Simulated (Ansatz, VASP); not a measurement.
# Two plane-wave programs on Ag

The input INCAR:

```
SYSTEM = Ag
  PREC = Accurate
  ENCUT = 600
  EDIFF = 1E-7
  ISMEAR = 0
  SIGMA = 0.1
  LREAL = .FALSE.
  LASPH = .TRUE.
  NELM = 100
  ALGO = Normal
  ISIF = 3
  LWAVE = .FALSE.
  LCHARG = .FALSE.
  GGA = PS
  IBRION = 2
  NSW = 90
  EDIFFG = -0.04
```

The input KPOINTS:

```
regular mesh
0
G
  6 6 6
  0 0 0
```

POSCAR

```
Ag
1.0
    1.7811574777      1.0283517492      3.3029429939
   -1.7811574777      1.0283517492      3.3029429939
    0.0000000000     -2.0567034984      3.3029429939
Ag
2
Direct
    0.2275400000      0.2275400000      0.2275400000
    0.7724600000      0.7724600000      0.7724600000
```

Input for Ansatz:

```yaml
crystal:
  lattice:
    - [1.7811574777, 1.0283517492, 3.3029429939]
    - [-1.7811574777, 1.0283517492, 3.3029429939]
    - [0.0, -2.0567034984, 3.3029429939]
  atoms:
    - { symbol: Ag, position: [0.22754, 0.22754, 0.22754] }
    - { symbol: Ag, position: [0.77246, 0.77246, 0.77246] }
basis:
  ecutwfc: 420
kpoints:
  mp_grid: { grid: [6, 6, 6] }
hamiltonian:
  xc: pbesol
scf:
  occupations: { method: gaussian, width: 0.1 }
  lower_state_search: "off"
output:
  forces: true
  stress: true
  eigenvalues: true
relax:
  adjacent_minimum: "off"
  f_tol: 0.04
  max_steps: 70
  cell: { stress_tol: 0.4 }
```

Alike in both runs: task relaxation of cell and atoms; functional PBEsol; k mesh 6 × 6 × 6; occupations gaussian, width 0.1 eV; no spin polarisation.

|  | VASP | Ansatz |
| --- | --- | --- |
| version | VASP 6.6.1 | Ansatz 0.2.0 |
| potentials or method | VASP PAW PBE potentials, release 64 (Ag), cutoff 600 eV | scalar-relativistic, plane waves, PAW |
| valence electrons in the cell | 22 | 38 |

|  | VASP | Ansatz | Ansatz less VASP |
| --- | --- | --- | --- |
| gap on the k mesh at the Fermi level, each at its own relaxed structure (eV) | none | none | - |
| relaxed volume (Å³/atom) | 16.67 | 16.70 | +0.031 |
| relaxed cell length with the largest relative difference (Å) | 4.888 | 4.883 | -0.0048 |

VASP's potentials were made for PBE, not for PBEsol. A gap of «none» marks a metal or a gap that the smearing closes. VASP's potentials hold 22 valence electrons a cell and Ansatz's 38, so a difference there can come from the potentials and not from the codes.
